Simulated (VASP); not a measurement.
**Ga: single point with PBEsol**

Ga:

```
Ga
1.0
    -1.39608    1.39608    2.41704
     1.39608   -1.39608    2.41704
     1.39608    1.39608   -2.41704
Ga
1
Direct
  0.00000 0.00000 0.00000
```

This cell differs from its parent crystal: strained.

```json
{
 "Program": "VASP 6.6.1",
 "Task": "single point",
 "Functional": "PBEsol",
 "Potentials or basis": "VASP PAW PBE potentials, release 64 (Ga_d)",
 "Cutoff": "520 eV",
 "k mesh": "20 × 20 × 20",
 "Occupations": "gaussian, width 0.1 eV",
 "Spin": "no spin polarisation",
 "Dipole correction": "no",
 "Further INCAR settings": "ALGO = Normal; EDIFF = 1e-06; NBANDS = 12"
}
```

```yaml
Pressure: -3.0 GPa
```

Stress tensor (GPa, compression positive):
```
-2.40  0.00  0.00
 0.00 -2.40  0.00
 0.00  0.00 -4.06
```

Levels at points of the mesh, in eV from the Fermi level:
```tsv
k point	band 2	band 3	band 4	band 5	band 6	band 7	band 8	band 9	band 10	band 11
(0.00, 0.00, 0.00)	-14.81	-14.74	-14.74	-14.59	-11.02	11.57	12.41	12.41	15.83	16.46
(0.50, 0.00, 0.00)	-14.89	-14.73	-14.61	-14.56	-4.79	-3.87	7.06	10.91	12.40	16.16
(0.50, 0.50, 0.00)	-14.93	-14.64	-14.61	-14.46	-1.61	-0.82	3.40	5.02	7.48	7.98
(0.50, 0.50, 0.50)	-14.94	-14.58	-14.58	-14.56	-4.89	-3.81	7.37	7.37	10.46	11.40
```

Wall time 31 s on 1 thread of Intel(R) Xeon(R) 6975P-C (Granite Rapids), with other jobs on the host, peak memory 0.25 GiB.

Caveat: the cell differs from its parent crystal (strained); the PAW data sets were made with another functional, which shifts forces and pressure a little.
